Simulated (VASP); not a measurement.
Set up this calculation in VASP 6.6.1, as the native input.

- Task: single point
- Functional: revPBE
- Potentials or basis: VASP PAW PBE potentials, release 64 (Be)
- Cutoff: 520 eV
- k mesh: 16 × 16 × 16
- Occupations: fermi-dirac, width 0.1 eV
- Spin: no spin polarisation
- Dipole correction: no
- Further INCAR settings: ALGO = Normal; EDIFF = 1e-06; NBANDS = 7

The structure of Be lies in POSCAR:

```
Be
1.0
    2.2178904829      0.0000000000      0.0000000000
    0.0000000000      2.2178904829      0.0000000000
    0.0000000000      0.0000000000      2.2178904829
Be
1
Direct
    0.0000000000      0.0000000000      0.0000000000
```

This isn't the form of Be at room conditions, which is hcp.

One way to write it, as run:

INCAR

```
PREC     = Accurate       # precision mode
ENCUT    = 520            # plane-wave cutoff, eV
EDIFF    = 1E-6           # SCF threshold, eV
ISMEAR   = -1             # smearing method
SIGMA    = 0.1            # smearing width, eV
LREAL    = F              # projectors in reciprocal space
LASPH    = T              # aspherical terms in the spheres
NELM     = 80             # most SCF steps
ALGO     = Normal         # electronic algorithm
ISIF     = 2              # what is computed and relaxed
LWAVE    = F              # write WAVECAR
LCHARG   = F              # write CHGCAR
GGA      = RE             # functional
NBANDS   = 7              # bands
```

KPOINTS

```
Automatic mesh
0
Gamma
  16 16 16
```

Potentials or basis: VASP PAW PBE potentials, release 64 (Be).

Launch:

```sh
$ cat potpaw_PBE.64/Be/POTCAR > POTCAR
$ mpirun -np 1 vasp_std > vasp.out
```

Results of the run:

```json
{
  "Pressure": "-2.6 GPa",
  "Band gap on the k mesh": "zero (bands 1 and 2 overlap by 7.08 eV)"
}
```

Caveat: the PAW data sets were made with another functional, which shifts forces and pressure a little.

Wall time 10 s on 1 thread of AMD EPYC 7R13, with other jobs on the host, peak memory 0.08 GiB.
